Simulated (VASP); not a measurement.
# Mg (a cell with a defect) in VASP: single point with PBE

Aim: the single point of Mg (a cell with a defect) with PBE.

All numbers are computed with VASP 6.6.1; they aren't measurements. Logs are shortened: lines on timing, memory, paths and dates and some standing lists are left out, and cuts for length are marked.

### Step 1. The cell of the first run

The cell holds a defect, 17 atoms: a = 7.574 Å, b = 7.574 Å, c = 7.574 Å, α = 78.91°, β = 78.91°, γ = 78.91°.

### Step 2. Single point, PBE (atoms taken out, then relaxed in part)

INCAR

```
ALGO = Fast
EDIFF = 1E-6
ENCUT = 520
GGA = PE
ISIF = 2
ISMEAR = 0
LASPH = T
LCHARG = F
LREAL = Auto
LWAVE = F
NBANDS = 31
NELM = 80
PREC = Accurate
SIGMA = 0.1
```

KPOINTS

```
k-points
0
Gamma
  4 4 4
```

POSCAR

```
Mg
1.0
   -4.8132675725      2.7789413345     -5.1459161596
    4.8132675776      2.7789413257     -5.1459161596
   -0.0000000051     -5.5578826602     -5.1459161596
Mg
17
Direct
    0.6933263656      0.0274291608      0.0293029023
    0.0293029023      0.3599930323      0.3607624942
    0.6933263656      0.6959695690      0.3607624942
    0.3607624942      0.3599930323      0.0293029023
    0.0293029023      0.0274291608      0.6933263656
    0.6934317270      0.3600983936      0.6934317270
    0.0287071179      0.6953737846      0.0287071179
    0.3607624942      0.6959695690      0.6933263656
    0.9746384850      0.9730143548      0.3063476882
    0.3063476882      0.9730143548      0.9746384850
    0.6368793369      0.3035460036      0.3058044602
    0.3063476882      0.6413051517      0.3063476882
    0.9719405948      0.3058550014      0.9719405948
    0.6368793369      0.9724711269      0.6368793369
    0.3058044602      0.3035460036      0.6368793369
    0.6391883347      0.6386072615      0.9719405948
    0.9719405948      0.6386072615      0.6391883347
```

Potentials or basis: VASP PAW PBE potentials, release 64 (Mg).

Command:

```console
$ cat potpaw_PBE.64/Mg/POTCAR > POTCAR
$ mpirun -np 1 vasp_std > vasp.out
```

OUTCAR:

```text
EDIFF = 1E-6
   ENCUT = 520
   GGA = PE
   ISIF = 2
   ISMEAR = 0
   LASPH = T
   LREAL = Auto
   NELM = 80
   PREC = Accurate

 ion  position               nearest neighbor table
   1  0.693  0.027  0.029-  10 3.15  11 3.15  16 3.17  13 3.18   9 3.19   3 3.19  14 3.20   4 3.20
                             7 3.21   6 3.22   5 3.23
   2  0.029  0.360  0.361-   9 3.15  15 3.15  13 3.17  17 3.18  12 3.19   4 3.19  11 3.20   5 3.20
                             7 3.21   6 3.22   3 3.23
   3  0.693  0.696  0.361-  12 3.15  14 3.15  16 3.17  17 3.18   9 3.19   1 3.19  11 3.20   8 3.20
                             7 3.21   6 3.22   2 3.23
   4  0.361  0.360  0.029-  10 3.15  11 3.15  13 3.17  16 3.18  12 3.19   2 3.19  15 3.20   1 3.20
                             7 3.21   6 3.22   8 3.23
   5  0.029  0.027  0.693-   9 3.15  15 3.15  17 3.17  13 3.18  10 3.19   8 3.19  14 3.20   2 3.20
                             7 3.21   6 3.22   1 3.23
   6  0.693  0.360  0.693-  14 3.17  11 3.17  15 3.17  13 3.18  17 3.18  16 3.18   4 3.22   2 3.22
                             1 3.22   5 3.22   3 3.22   8 3.22
   7  0.029  0.695  0.029-  10 3.17   9 3.17  12 3.17  17 3.18  16 3.18  13 3.18   5 3.21   1 3.21
                             8 3.21   3 3.21   2 3.21   4 3.21
   8  0.361  0.696  0.693-  12 3.15  14 3.15  17 3.17  16 3.18  10 3.19   5 3.19  15 3.20   3 3.20
                             7 3.21   6 3.22   4 3.23
   9  0.975  0.973  0.306-   5 3.15   2 3.15   7 3.17   3 3.19   1 3.19  12 3.19  10 3.19  17 3.21
                            13 3.21  14 3.22  11 3.22
  10  0.306  0.973  0.975-   1 3.15   4 3.15   7 3.17   8 3.19   5 3.19  12 3.19   9 3.19  16 3.21
                            13 3.21  14 3.22  15 3.22
  11  0.637  0.304  0.306-   4 3.15   1 3.15   6 3.17  15 3.19  14 3.19   2 3.20   3 3.20  12 3.22
                             9 3.22  13 3.22  16 3.22
  12  0.306  0.641  0.306-   8 3.15   3 3.15   7 3.17   2 3.19   4 3.19  10 3.19   9 3.19  17 3.21
                            16 3.21  15 3.22  11 3.22
  13  0.972  0.306  0.972-   2 3.17   4 3.17   1 3.18   5 3.18   6 3.18   7 3.18  17 3.20  16 3.20
                             9 3.21  10 3.21  11 3.22  15 3.22
  14  0.637  0.972  0.637-   8 3.15   3 3.15   6 3.17  11 3.19  15 3.19   1 3.20   5 3.20  10 3.22
                             9 3.22  16 3.22  17 3.22
  15  0.306  0.304  0.637-   2 3.15   5 3.15   6 3.17  11 3.19  14 3.19   4 3.20   8 3.20  12 3.22
                            10 3.22  13 3.22  17 3.22
  16  0.639  0.639  0.972-   1 3.17   3 3.17   4 3.18   8 3.18   6 3.18   7 3.18  17 3.20  13 3.20
                            10 3.21  12 3.21  11 3.22  14 3.22
  17  0.972  0.639  0.639-   5 3.17   8 3.17   2 3.18   3 3.18   6 3.18   7 3.18  16 3.20  13 3.20
                             9 3.21  12 3.21  15 3.22  14 3.22

  LATTYP: Found a trigonal (rhomboedric) cell.
 ALAT       =     7.5743324978
 COS(alpha) =     0.1923535760

  Lattice vectors:

 A1 = (  -4.8132675725,   2.7789413345,  -5.1459161596)
 A2 = (   4.8132675776,   2.7789413257,  -5.1459161596)
 A3 = (  -0.0000000051,  -5.5578826602,  -5.1459161596)

Analysis of symmetry for initial positions (statically):
=====================================================================
 Subroutine PRICEL returns:
 Original cell was already a primitive cell.

 Routine SETGRP: Setting up the symmetry group for a
 trigonal (rhombohedral) supercell.

 Subroutine GETGRP returns: Found  6 space group operations
 (whereof  2 operations were pure point group operations)
 out of a pool of 12 trial point group operations.

The static configuration has the point symmetry C_1h.
 The point group associated with its full space group is C_3v.

Analysis of symmetry for dynamics (positions and initial velocities):
=====================================================================
 Subroutine PRICEL returns:
 Original cell was already a primitive cell.

 Routine SETGRP: Setting up the symmetry group for a
 trigonal (rhombohedral) supercell.

 Subroutine GETGRP returns: Found  6 space group operations
 (whereof  2 operations were pure point group operations)
 out of a pool of 12 trial point group operations.

The dynamic configuration has the point symmetry C_1h.
 The point group associated with its full space group is C_3v.

 Subroutine INISYM returns: Found  6 space group operations
 (whereof  2 operations are pure point group operations),
 and found     1 'primitive' translations

----------------------------------------------------------------------------------------

                                     Primitive cell

  volume of cell :     412.9841

  direct lattice vectors                    reciprocal lattice vectors
    -4.813267573  2.778941334 -5.145916160    -0.103879535  0.059974878 -0.064776285
     4.813267578  2.778941326 -5.145916160     0.103879536  0.059974878 -0.064776285
    -0.000000005 -5.557882660 -5.145916160    -0.000000000 -0.119949756 -0.064776285

  length of vectors
     7.574332498  7.574332498  7.574332498     0.136322819  0.136322819  0.136322819

  position of ions in fractional coordinates (direct lattice)
     0.693326366  0.027429161  0.029302902
     0.029302902  0.359993032  0.360762494
     0.693326366  0.695969569  0.360762494
     0.360762494  0.359993032  0.029302902
     0.029302902  0.027429161  0.693326366
     0.693431727  0.360098394  0.693431727
[... 9 lines left out ...]
     0.639188335  0.638607261  0.971940595
     0.971940595  0.638607261  0.639188335

  ion indices of the primitive-cell ions
   primitive index   ion index
                 1           1
                 2           2
                 3           3
                 4           4
                 5           5
                 6           6
[... 9 lines left out ...]
                16          16
                17          17

----------------------------------------------------------------------------------------

 KPOINTS: k-points

Automatic generation of k-mesh.
 Grid dimensions read from file:
 generate k-points for:    4    4    4

 Generating k-lattice:

  Cartesian coordinates                     Fractional coordinates (reciprocal lattice)
    -0.025969884  0.014993719 -0.016194071     0.250000000  0.000000000  0.000000000
     0.025969884  0.014993719 -0.016194071    -0.000000000  0.250000000 -0.000000000
    -0.000000000 -0.029987439 -0.016194071     0.000000000 -0.000000000  0.250000000

  Length of vectors
     0.034080705  0.034080705  0.034080705

  Shift w.r.t. Gamma in fractional coordinates (k-lattice)
     0.000000000  0.000000000  0.000000000

 Subroutine IBZKPT returns following result:
 ===========================================

 Found     13 irreducible k-points:

 Following reciprocal coordinates:
            Coordinates               Weight
  0.000000  0.000000  0.000000      1.000000
  0.250000 -0.000000  0.000000      6.000000
  0.500000 -0.000000  0.000000      3.000000
  0.250000  0.250000 -0.000000      6.000000
  0.500000  0.250000 -0.000000     12.000000
 -0.250000  0.250000 -0.000000      6.000000
  0.500000  0.500000 -0.000000      3.000000
  0.250000  0.250000  0.250000      2.000000
  0.500000  0.250000  0.250000      6.000000
 -0.250000  0.250000  0.250000      6.000000
  0.500000  0.500000  0.250000      6.000000
 -0.250000  0.500000  0.250000      6.000000
  0.500000  0.500000  0.500000      1.000000
   k-points           NKPTS =     13   k-points in BZ     NKDIM =     13   number of bands    NBANDS=     31
   number of dos      NEDOS =    301   number of ions     NIONS =     17
   total plane-waves  NPLWV = 175616
   dimension x,y,z NGX =    56 NGY =   56 NGZ =   56
   dimension x,y,z NGXF=   112 NGYF=  112 NGZF=  112
   ions per type =              17
   NGX,Y,Z   is equivalent  to a cutoff of  12.29, 12.29, 12.29 a.u.
   NGXF,Y,Z  is equivalent  to a cutoff of  24.58, 24.58, 24.58 a.u.
 SYSTEM =  unknown system
   PREC   = accura    normal or accurate (medium, high low for compatibility)
   ISTART =      0    job   : 0-new  1-cont  2-samecut
   ICHARG =      2    charge: 1-file 2-atom 10-const
   ISPIN  =      1    spin polarized calculation?
   LNONCOLLINEAR =      F non collinear calculations
   LSORBIT =      F    spin-orbit coupling
   LASPH  =      T    aspherical Exc in radial PAW
   ENCUT  =  520.0 eV  38.22 Ry    6.18 a.u.  14.08 14.08 14.08*2*pi/ulx,y,z
   NELM   =     80;   NELMIN=  2; NELMDL= -5     # of ELM steps
   EDIFF  = 0.1E-05   stopping-criterion for ELM
   LREAL  =      T    real-space projection
   EDIFFG = 0.1E-04   stopping-criterion for IOM
   NSW    =      0    number of steps for IOM
   IBRION =     -1    ionic relax: 0-MD 1-quasi-New 2-CG
   NFREE  =      0    steps in history (QN), initial steepest desc. (CG)
   ISIF   =      2    stress and relaxation
   ISYM   =      2    0-nonsym 1-usesym 2-fastsym
   POTIM  = 0.5000    time-step for ionic-motion
   TEBEG  =    0.0;   TEEND  =   0.0 temperature during run
   PSTRESS=    0.0 pullay stress
   NELECT =      34.0000    total number of electrons
   NUPDOWN=      -1.0000    fix difference up-down
   EMIN   =  10.00;   EMAX   =-10.00  energy-range for DOS
   EFERMI =   0.00;   METHOD = LEGACY
   ISMEAR =     0;   SIGMA  =   0.10  broadening in eV -4-tet -1-fermi 0-gaus
   EFERMI_NEDOS =   21; number of points for ismear=-14 and -15
   IALGO  =     68    algorithm
   IMIX   =      4    mixing-type and parameters
     AMIX     =   0.40;   BMIX     =  1.00
     AMIX_MAG =   1.60;   BMIX_MAG =  1.00
  volume/ion in A,a.u.               =      24.29       163.94
  Fermi-wavevector in a.u.,A,eV,Ry     =   0.712180  1.345826  6.900888  0.507201
  Thomas-Fermi vector in A             =   1.799488
   LORBIT       =      0    0 simple, 1 ext, 2 COOP (PROOUT), +10 PAW based schemes
   GGA     = PE    functional components
   LHFCALC =     F    Hartree Fock is set to
   AEXX    =    0.0000 exact exchange contribution
   IVDW    =     0    specifies the selected vdW correction
   LEPSILON=     F    determine dielectric tensor
   LRPA    =     F    only Hartree local field effects (RPA)
 non-spin polarized calculation
 RMM-DIIS sequential band-by-band and
 Gauss-broadening in eV      SIGMA  =   0.10
  energy-cutoff  :      520.00
  volume of cell :      412.98
 maximum number of plane-waves:     11140
   NGX = 29   NGY = 29   NGZ = 29

 number of electron      34.0000000 magnetization

 Free energy of the ion-electron system (eV)
  ---------------------------------------------------
  ext. energy  EPLUGINS =         0.00000000
  ---------------------------------------------------
  free energy    TOTEN  =       -24.75426088 eV

  energy without entropy =      -24.72117910  energy(sigma->0) =      -24.73771999

 E-fermi :   2.2664     XC(G=0):  -8.2803

 val. band max:        2.2124130495   @ k =   0.5000  -0.0000   0.0000
 cond. band min:       2.2805657165   @ k =   0.5000   0.5000  -0.0000
 fundamental gap:      0.0681526670
 Fermi energy:         2.2663729882

 k-point     1 :       0.0000    0.0000    0.0000
  band No.  band energies     occupation
      1      -4.4373      2.00000
      2      -1.8045      2.00000
      3      -1.8045      2.00000
      4      -1.7580      2.00000
      5      -1.6804      2.00000
      6      -1.6804      2.00000
[... 21 lines left out ...]
     28       6.1514      0.00000
     29       6.2432      0.00000

 k-point     2 :       0.2500   -0.0000    0.0000
  band No.  band energies     occupation
      1      -4.2670      2.00000
      2      -2.8763      2.00000
      3      -1.8021      2.00000
      4      -1.6754      2.00000
      5      -1.3554      2.00000
      6      -1.2375      2.00000
[... 344 lines left out ...]
 k-point    13 :       0.5000    0.5000    0.5000
  band No.  band energies     occupation
      1      -3.1142      2.00000
      2      -3.0111      2.00000
      3      -2.2768      2.00000
      4      -2.2768      2.00000
      5      -2.2747      2.00000
      6      -2.1239      2.00000
[... 21 lines left out ...]
     28       4.0524      0.00000
     29       4.0525      0.00000
 [bands above 29 left out]

------------------------ aborting loop because EDIFF is reached ----------------------------------------

  FORCE on cell =-STRESS in cart. coord.  units (eV):
  Direction    XX          YY          ZZ          XY          YZ          ZX
  --------------------------------------------------------------------------------------
  -------------------------------------------------------------------------------------
  Total       -1.6140227     -1.6140227     -1.5931335     -0.0000000     -0.0000000     -0.0000000
  in kB       -6.2616226     -6.2616226     -6.1805826     -0.0000000     -0.0000000     -0.0000000
  external PRESSURE =      -6.2346093 kB  Pullay stress =       0.0000000 kB

 VOLUME and BASIS-vectors are now :
 -----------------------------------------------------------------------------
  energy-cutoff  :      520.00
  volume of cell :      412.98
      direct lattice vectors                 reciprocal lattice vectors
    -4.813267573  2.778941334 -5.145916160    -0.103879535  0.059974878 -0.064776285
     4.813267578  2.778941326 -5.145916160     0.103879536  0.059974878 -0.064776285
    -0.000000005 -5.557882660 -5.145916160    -0.000000000 -0.119949756 -0.064776285

 POSITION                                       TOTAL-FORCE (eV/Angst)
 -----------------------------------------------------------------------------------
     -3.20514      1.84008     -3.85974        -0.001509     -0.003442     -0.000097
      1.59170     -0.92325     -3.85974        -0.002227      0.003028     -0.000097
      0.01272      1.85570     -9.00565         0.002227      0.003028     -0.000097
     -0.00370      1.84008     -3.85974         0.001509     -0.003442     -0.000097
     -0.00902     -3.69577     -3.85974        -0.003735      0.000414     -0.000097
     -1.60442     -0.92631     -8.98972         0.000000     -0.000000      0.002922
[... 9 lines left out ...]
     -0.00280     -1.85101    -11.57695        -0.006195      0.003577      0.000568
     -1.60442      0.92308    -11.57695        -0.000000     -0.007154      0.000568
 -----------------------------------------------------------------------------------
    total drift:                               -0.000003     -0.000002     -0.000332

  FREE ENERGIE OF THE ION-ELECTRON SYSTEM (eV)
  ---------------------------------------------------
  free  energy   TOTEN  =       -24.7542608787 eV

  energy  without entropy=      -24.7211791020  energy(sigma->0) =      -24.73771999
```

Run time: 5.9 min. Hardware: 1 thread of AMD EPYC 7R13, shared host; peak memory 0.41 GiB.

What came out:

```
Free energy            : -24.7543 eV
Pressure               : -0.6 GPa
Largest force          : 0.010 eV/Å
Band gap on the k mesh : zero (bands 17 and 18 overlap by 0.99 eV)
```

Forces in eV/Å, atoms in the order of the input:
```
Mg  -0.002 -0.003  0.000
Mg  -0.002  0.003  0.000
Mg   0.002  0.003  0.000
Mg   0.002 -0.003  0.000
Mg  -0.004  0.000  0.000
Mg   0.000  0.000  0.003
Mg   0.000  0.000 -0.003
Mg   0.004  0.000  0.000
Mg  -0.005  0.003 -0.007
Mg   0.000 -0.006 -0.007
Mg   0.000 -0.007  0.007
Mg   0.005  0.003 -0.007
Mg   0.006  0.004  0.001
Mg   0.006  0.004  0.007
Mg  -0.006  0.004  0.007
Mg  -0.006  0.004  0.001
Mg   0.000 -0.007  0.001
```

Caveat: the cell differs from its parent crystal (atoms taken out, then relaxed in part).
